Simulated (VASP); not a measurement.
# LiHF2 (R-3m) in VASP: electric field gradients with LDA

Aim: the electric field gradients of LiHF2 with LDA.

Program: VASP 6.6.1. These are calculated values, not measurements. Logs are shortened: lines on timing, memory, paths and dates and some standing lists are left out, and cuts for length are marked.

## Step 1: The cell of the first run

The structure is trigonal, space group R-3m (No. 166). The conventional cell has a = 2.934 Å, b = 2.934 Å, c = 13.100 Å, α = 90.00°, β = 90.00°, γ = 120.00°. Within 2.6 Å of Li (site symmetry -3m) lie 6 F at 1.99 Å. H (site symmetry -3m) has 2 F at 1.14 Å within 1.5 Å. Within 1.5 Å of F (site symmetry 3m) lie 1 H at 1.14 Å.

## Step 2: Electric field gradients, LDA

Input file INCAR:

```
SYSTEM = LiHF2
PREC = Accurate
ENCUT = 520
EDIFF = 1E-8
ISMEAR = -1
SIGMA = 0.03
LREAL = .FALSE.
LASPH = .TRUE.
NELM = 80
ALGO = Normal
ISIF = 2
LWAVE = .FALSE.
LCHARG = .FALSE.
GGA = CA
LEFG = .TRUE.
NBANDS = 17
```

Input file KPOINTS:

```
regular mesh
0
G
  8 8 8
  0 0 0
```

Input file POSCAR:

```
LiHF2
1.0
    1.4669835874      0.8469633691      4.3666887241
   -1.4669835874      0.8469633691      4.3666887241
    0.0000000000     -1.6939267382      4.3666887241
Li H F
1 1 2
Direct
    0.0000000000      0.0000000000      0.0000000000
    0.5000000000      0.5000000000      0.5000000000
    0.4133018800      0.4133018800      0.4133018800
    0.5866981200      0.5866981200      0.5866981200
```

Potentials or basis: VASP PAW LDA potentials, release 64 (Li_sv, H, F).

Command:

```sh
cat potpaw_LDA.64/Li_sv/POTCAR potpaw_LDA.64/H/POTCAR potpaw_LDA.64/F/POTCAR > POTCAR
mpirun -np 1 vasp_std > vasp.out
```

OUTCAR:

```text
SYSTEM = LiHF2
   PREC = Accurate
   ENCUT = 520
   EDIFF = 1E-8
   ISMEAR = -1
   LREAL = .FALSE.
   LASPH = .TRUE.
   NELM = 80
   ISIF = 2
   GGA = CA

 ion  position               nearest neighbor table
   1  0.000  0.000  0.000-   4 1.99   4 1.99   3 1.99   3 1.99   4 1.99   3 1.99
   2  0.500  0.500  0.500-   3 1.14   4 1.14
   3  0.413  0.413  0.413-   2 1.14   1 1.99   1 1.99   1 1.99
   4  0.587  0.587  0.587-   2 1.14   1 1.99   1 1.99   1 1.99

  LATTYP: Found a trigonal (rhomboedric) cell.
 ALAT       =     4.6837333621
 COS(alpha) =     0.8038012759

  Lattice vectors:

 A1 = (   1.4669835874,   0.8469633691,   4.3666887241)
 A2 = (  -1.4669835874,   0.8469633691,   4.3666887241)
 A3 = (   0.0000000000,  -1.6939267382,   4.3666887241)

Analysis of symmetry for initial positions (statically):
=====================================================================
 Subroutine PRICEL returns:
 Original cell was already a primitive cell.

 Routine SETGRP: Setting up the symmetry group for a
 trigonal (rhombohedral) supercell.

 Subroutine GETGRP returns: Found 12 space group operations
 (whereof 12 operations were pure point group operations)
 out of a pool of 12 trial point group operations.

The static configuration has the point symmetry D_3d.

Analysis of symmetry for dynamics (positions and initial velocities):
=====================================================================
 Subroutine PRICEL returns:
 Original cell was already a primitive cell.

 Routine SETGRP: Setting up the symmetry group for a
 trigonal (rhombohedral) supercell.

 Subroutine GETGRP returns: Found 12 space group operations
 (whereof 12 operations were pure point group operations)
 out of a pool of 12 trial point group operations.

The dynamic configuration has the point symmetry D_3d.

 Subroutine INISYM returns: Found 12 space group operations
 (whereof 12 operations are pure point group operations),
 and found     1 'primitive' translations

----------------------------------------------------------------------------------------

                                     Primitive cell

  volume of cell :      32.5532

  direct lattice vectors                    reciprocal lattice vectors
     1.466983587  0.846963369  4.366688724     0.340835442  0.196781434  0.076335492
    -1.466983587  0.846963369  4.366688724    -0.340835442  0.196781434  0.076335492
     0.000000000 -1.693926738  4.366688724     0.000000000 -0.393562869  0.076335492

  length of vectors
     4.683733362  4.683733362  4.683733362     0.400897542  0.400897542  0.400897542

  position of ions in fractional coordinates (direct lattice)
     0.000000000  0.000000000  0.000000000
     0.500000000  0.500000000  0.500000000
     0.413301880  0.413301880  0.413301880
     0.586698120  0.586698120  0.586698120

  ion indices of the primitive-cell ions
   primitive index   ion index
                 1           1
                 2           2
                 3           3
                 4           4

----------------------------------------------------------------------------------------

 KPOINTS: regular mesh

Automatic generation of k-mesh.
 Grid dimensions read from file:
 generate k-points for:    8    8    8

 Generating k-lattice:

  Cartesian coordinates                     Fractional coordinates (reciprocal lattice)
     0.042604430  0.024597679  0.009541937     0.125000000  0.000000000  0.000000000
    -0.042604430  0.024597679  0.009541937     0.000000000  0.125000000  0.000000000
     0.000000000 -0.049195359  0.009541937     0.000000000  0.000000000  0.125000000

  Length of vectors
     0.050112193  0.050112193  0.050112193

[... 39 lines left out ...]
   dimension x,y,z NGXF=    72 NGYF=   72 NGZF=   72
   ions per type =               1   1   2
   NGX,Y,Z   is equivalent  to a cutoff of  12.78, 12.78, 12.78 a.u.
   NGXF,Y,Z  is equivalent  to a cutoff of  25.56, 25.56, 25.56 a.u.
 SYSTEM =  LiHF2
   PREC   = accura    normal or accurate (medium, high low for compatibility)
   ISTART =      0    job   : 0-new  1-cont  2-samecut
   ICHARG =      2    charge: 1-file 2-atom 10-const
   ISPIN  =      1    spin polarized calculation?
   LNONCOLLINEAR =      F non collinear calculations
   LSORBIT =      F    spin-orbit coupling
   LASPH  =      T    aspherical Exc in radial PAW
   ENCUT  =  520.0 eV  38.22 Ry    6.18 a.u.   8.71  8.71  8.71*2*pi/ulx,y,z
   NELM   =     80;   NELMIN=  2; NELMDL= -5     # of ELM steps
   EDIFF  = 0.1E-07   stopping-criterion for ELM
   LREAL  =      F    real-space projection
   EDIFFG = 0.1E-06   stopping-criterion for IOM
   NSW    =      0    number of steps for IOM
   IBRION =     -1    ionic relax: 0-MD 1-quasi-New 2-CG
   NFREE  =      0    steps in history (QN), initial steepest desc. (CG)
   ISIF   =      2    stress and relaxation
   ISYM   =      2    0-nonsym 1-usesym 2-fastsym
   POTIM  = 0.5000    time-step for ionic-motion
   TEBEG  =    0.0;   TEEND  =   0.0 temperature during run
   PSTRESS=    0.0 pullay stress
   NELECT =      18.0000    total number of electrons
   NUPDOWN=      -1.0000    fix difference up-down
   EMIN   =  10.00;   EMAX   =-10.00  energy-range for DOS
   EFERMI =   0.00;   METHOD = LEGACY
   ISMEAR =    -1;   SIGMA  =   0.03  broadening in eV -4-tet -1-fermi 0-gaus
   EFERMI_NEDOS =   21; number of points for ismear=-14 and -15
   IALGO  =     38    algorithm
   IMIX   =      4    mixing-type and parameters
     AMIX     =   0.40;   BMIX     =  1.00
     AMIX_MAG =   1.60;   BMIX_MAG =  1.00
  volume/ion in A,a.u.               =       8.14        54.92
  Fermi-wavevector in a.u.,A,eV,Ry     =   1.343697  2.539218 24.565598  1.805520
  Thomas-Fermi vector in A             =   2.471750
   LORBIT       =      0    0 simple, 1 ext, 2 COOP (PROOUT), +10 PAW based schemes
   GGA     = CA    functional components
   LHFCALC =     F    Hartree Fock is set to
   AEXX    =    0.0000 exact exchange contribution
   IVDW    =     0    specifies the selected vdW correction
   LEPSILON=     F    determine dielectric tensor
   LRPA    =     F    only Hartree local field effects (RPA)
 non-spin polarized calculation
  energy-cutoff  :      520.00
  volume of cell :       32.55
 maximum number of plane-waves:       904
   NGX = 17   NGY = 17   NGZ = 17

 number of electron      17.9999999 magnetization

 Free energy of the ion-electron system (eV)
  ---------------------------------------------------
  ext. energy  EPLUGINS =         0.00000000
  ---------------------------------------------------
  free energy    TOTEN  =       -19.80954715 eV

  energy without entropy =      -19.80954715  energy(sigma->0) =      -19.80954715

 E-fermi :  -2.1849     XC(G=0):  -9.9790

 val. band max:       -2.9121933126   @ k =   0.5000   0.5000   0.5000
 cond. band min:       5.1361963484   @ k =   0.0000   0.0000   0.0000
 fundamental gap:      8.0483896610
 Fermi energy:        -2.1848882805

 k-point     1 :       0.0000    0.0000    0.0000
  band No.  band energies     occupation
      1     -42.2543      2.00000
      2     -23.6838      2.00000
      3     -22.1494      2.00000
      4      -8.7012      2.00000
      5      -3.3232      2.00000
      6      -3.3232      2.00000
[... 457 lines left out ...]
      4      -8.2226      2.00000
      5      -4.6975      2.00000
      6      -3.7766      2.00000
[... 9 lines left out ...]
     16      17.0495      0.00000
     17      20.1859      0.00000

 [... further k-points ...]

------------------------ aborting loop because EDIFF is reached ----------------------------------------

  FORCE on cell =-STRESS in cart. coord.  units (eV):
  Direction    XX          YY          ZZ          XY          YZ          ZX
  --------------------------------------------------------------------------------------
  -------------------------------------------------------------------------------------
  Total       -0.5339960     -0.5339960     -0.1621422      0.0000000      0.0000000     -0.0000000
  in kB      -26.2818056    -26.2818056     -7.9801924      0.0000000      0.0000000     -0.0000000
  external PRESSURE =     -20.1812679 kB  Pullay stress =       0.0000000 kB

 VOLUME and BASIS-vectors are now :
 -----------------------------------------------------------------------------
  energy-cutoff  :      520.00
  volume of cell :       32.55
      direct lattice vectors                 reciprocal lattice vectors
     1.466983587  0.846963369  4.366688724     0.340835442  0.196781434  0.076335492
    -1.466983587  0.846963369  4.366688724    -0.340835442  0.196781434  0.076335492
     0.000000000 -1.693926738  4.366688724     0.000000000 -0.393562869  0.076335492

 POSITION                                       TOTAL-FORCE (eV/Angst)
 -----------------------------------------------------------------------------------
      0.00000      0.00000      0.00000        -0.000000      0.000000     -0.000000
      0.00000      0.00000      6.55003         0.000000      0.000000     -0.000000
      0.00000      0.00000      5.41428        -0.000000     -0.000000     -0.285190
      0.00000      0.00000      7.68578        -0.000000      0.000000      0.285190
 -----------------------------------------------------------------------------------
    total drift:                                0.000000     -0.000000      0.000000

  FREE ENERGIE OF THE ION-ELECTRON SYSTEM (eV)
  ---------------------------------------------------
  free  energy   TOTEN  =       -19.8095471457 eV

  energy  without entropy=      -19.8095471457  energy(sigma->0) =      -19.80954715

 Electric field gradients (V/A^2)
---------------------------------------------------------------------
 ion       V_xx      V_yy      V_zz      V_xy      V_xz      V_yz
---------------------------------------------------------------------
   1       0.034     0.034    -0.068     0.000     0.000    -0.000
   2      -6.054    -6.054    12.108     0.000    -0.000    -0.000
   3     -48.664   -48.664    97.329    -0.000     0.000    -0.000
   4     -48.664   -48.664    97.329    -0.000     0.000    -0.000
---------------------------------------------------------------------

 Electric field gradients after diagonalization (V/A^2)
 (convention: |V_zz| > |V_xx| > |V_yy|)
----------------------------------------------------------------------
 ion       V_xx      V_yy      V_zz     asymmetry (V_yy - V_xx)/ V_zz
----------------------------------------------------------------------
   1       0.034     0.034    -0.068       0.000
   2      -6.054    -6.054    12.108       0.000
   3     -48.664   -48.664    97.329       0.000
   4     -48.664   -48.664    97.329       0.000
----------------------------------------------------------------------

           NMR quadrupolar parameters

 Cq : quadrupolar parameter    Cq=e*Q*V_zz/h
 eta: asymmetry parameters     (V_yy - V_xx)/ V_zz
 Q  : nuclear electric quadrupole moment in mb (millibarn)
----------------------------------------------------------------------
 ion       Cq(MHz)       eta       Q (mb)
----------------------------------------------------------------------
   1      -0.000       0.000       1.000
   2       0.029       0.000       1.000
   3       0.235       0.000       1.000
   4       0.235       0.000       1.000
----------------------------------------------------------------------
```

It took 48 s on 1 thread of Intel Xeon Platinum 8259CL at 2.50GHz (Skylake/Cascade Lake), shared host; peak memory 0.17 GiB.

What came out:

```yaml
Free_energy: -19.8095 eV
Largest_force: 0.285 eV/Å
Band_gap_on_the_k_mesh: 8.05 eV (least direct gap 8.25 eV)
Largest_electric_field_gradient_by_atom: Li -0.1; H +12.1; F +97.3 V/Å²
```

Forces on the atoms (eV/Å):
```
Li   0.000  0.000  0.000
H    0.000  0.000  0.000
F    0.000  0.000 -0.285
F    0.000  0.000  0.285
```

Electric field gradients, principal values (V/Å²):
```
atom    least   middle  greatest (by size)
1 Li    0.034    0.034              -0.068
 2 H   -6.054   -6.054              12.108
 3 F  -48.664  -48.664              97.329
 4 F  -48.664  -48.664              97.329
```

Caveat: the cutoff is under 1.25 times the usual one of these potentials, so pressure, stress and relaxed cells hold a basis-set (Pulay) error; without QUAD_EFG the Cq values of the log hold for a quadrupole moment of 1 mb, not for the nuclei. A k mesh can miss the band edges.
